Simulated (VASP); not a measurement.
CoSn3: single point with PBEsol

Crystal: CoSn3.

```
CELL_PARAMETERS angstrom
7.99137 -2.97090 0.00000
7.99137 2.97090 0.00000
0.00000 0.00000 5.97862
ATOMIC_POSITIONS crystal
Co 0.41849 0.41849 0.00000
Co 0.91849 0.91849 0.50000
Co 0.58151 0.58151 0.00000
Co 0.08151 0.08151 0.50000
Sn 0.83612 0.16388 0.16411
Sn 0.33612 0.66388 0.33589
Sn 0.66388 0.33612 0.66411
Sn 0.16388 0.83612 0.83589
Sn 0.01121 0.65438 0.17375
Sn 0.51121 0.15438 0.32625
Sn 0.15438 0.51121 0.67375
Sn 0.65438 0.01121 0.82625
Sn 0.34562 0.98879 0.17375
Sn 0.84562 0.48879 0.32625
Sn 0.48879 0.84562 0.67375
Sn 0.98879 0.34562 0.82625
```

| Item | Value |
| --- | --- |
| Program | VASP 6.6.1 |
| Task | single point |
| Functional | PBEsol |
| Potentials or basis | VASP PAW PBE potentials, release 64 (Co, Sn_d) |
| Cutoff | 520 eV |
| k mesh | 6 × 6 × 6 |
| Occupations | gaussian, width 0.1 eV |
| Spin | no spin polarisation |

```yaml
Pressure: 15.8 GPa
Largest_force: 0.007 eV/Å
Band_gap_on_the_k_mesh: zero (bands 102 and 103 overlap by 0.64 eV)
```

Forces on the atoms (eV/Å):
```
Co  -0.007  0.000  0.000
Co  -0.007  0.000  0.000
Co   0.007  0.000  0.000
Co   0.007  0.000  0.000
Sn   0.000  0.003 -0.001
Sn   0.000  0.003  0.001
Sn   0.000 -0.003 -0.001
Sn   0.000 -0.003  0.001
Sn  -0.003  0.001 -0.001
Sn  -0.003  0.001  0.001
Sn  -0.003 -0.001 -0.001
Sn  -0.003 -0.001  0.001
Sn   0.003  0.001 -0.001
Sn   0.003  0.001  0.001
Sn   0.003 -0.001 -0.001
Sn   0.003 -0.001  0.001
```

Stress tensor (GPa, compression positive):
```
15.76  0.00  0.00
 0.00 15.85  0.00
 0.00  0.00 15.78
```

Levels at points of the mesh, in eV from the Fermi level:
| k point | band 98 | band 99 | band 100 | band 101 | band 102 | band 103 | band 104 | band 105 | band 106 | band 107 |
| --- | --- | --- | --- | --- | --- | --- | --- | --- | --- | --- |
| (0.00, 0.00, 0.00) | -1.01 | -0.90 | -0.57 | -0.46 | -0.42 | -0.29 | 0.41 | 0.81 | 0.84 | 0.91 |
| (0.50, 0.00, 0.00) | -0.65 | -0.51 | -0.51 | -0.46 | -0.46 | 0.30 | 0.30 | 1.39 | 1.39 | 1.98 |
| (0.50, 0.50, 0.00) | -1.00 | -0.89 | -0.43 | 0.14 | 0.15 | 0.37 | 0.81 | 0.87 | 0.89 | 0.99 |
| (0.00, 0.00, 0.50) | -0.74 | -0.64 | -0.64 | -0.33 | -0.33 | 0.10 | 0.10 | 0.54 | 0.54 | 1.40 |
| (0.50, 0.00, 0.50) | -1.08 | -0.33 | -0.33 | -0.25 | -0.25 | 0.83 | 0.83 | 1.45 | 1.45 | 1.74 |
| (0.50, 0.50, 0.50) | -0.60 | -0.58 | -0.58 | -0.37 | -0.37 | -0.07 | -0.07 | 2.56 | 2.56 | 3.02 |

Wall time 41 min on 4 MPI ranks on Intel(R) Xeon(R) Platinum 8259CL CPU @ 2.50GHz (Skylake/Cascade Lake) (shared host), peak memory 1.2 GiB a rank.

Caveat: the cell stands under pressure; the PAW data sets were made with another functional, which shifts forces and pressure a little; spin-orbit coupling is left out, which moves the levels of the heavy elements; the run has no spin polarisation, though such a crystal can be magnetic. Spin polarisation is off, so any magnetic state and its effect on volume and gap are missing.
